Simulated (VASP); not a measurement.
Runs of VASP 6.6.1 on ZrC. It takes space group F-43m (No. 216, cubic). The conventional cell has a = 5.091 Å, b = 5.091 Å, c = 5.091 Å, α = 90.00°, β = 90.00°, γ = 90.00°. Zr (site symmetry -43m) has 4 C at 2.20 Å within 2.9 Å. C (site symmetry -43m) has 4 Zr at 2.20 Å within 2.9 Å. 

```csv
level,cutoff (eV),smearing,grid for exact exchange (PRECFOCK),share of exact exchange,gap on the mesh (eV),pressure (GPa)
r2SCAN-based global hybrid with 35 % exact exchange,520,fermi-dirac 0.05 eV,Normal,0.35,(a),-1.7
PBE,600,fermi-dirac 0.03 eV,-,-,0.78,0.6
r2SCAN,520,fermi-dirac 0.05 eV,-,-,(c),0.3
r2SCAN-based global hybrid with 10 % exact exchange,520,fermi-dirac 0.05 eV,Normal,0.1,(b),-0.3
r2SCAN-based global hybrid with 15 % exact exchange,520,fermi-dirac 0.05 eV,Normal,0.15,1.81,-0.6
r2SCAN-based global hybrid with 50 % exact exchange,520,fermi-dirac 0.05 eV,Normal,0.5,3.79,-2.5
```

Alike in all rows: task single point; potentials or basis VASP PAW PBE potentials, release 64 (Zr_sv, C); no spin polarisation; cell as given; k mesh 5 × 5 × 5.

Fill in the values left out.

(a) 2.92; (b) 1.54; (c) 1.02.

Caveats: all runs use coarse meshes; an odd mesh through Γ misses points on the zone boundary, where band edges can lie; the PAW data sets were made with another functional, which shifts forces and pressure a little (at least some runs).

A k mesh can miss the band edges, and the runs leave out spin-orbit coupling on Zr.
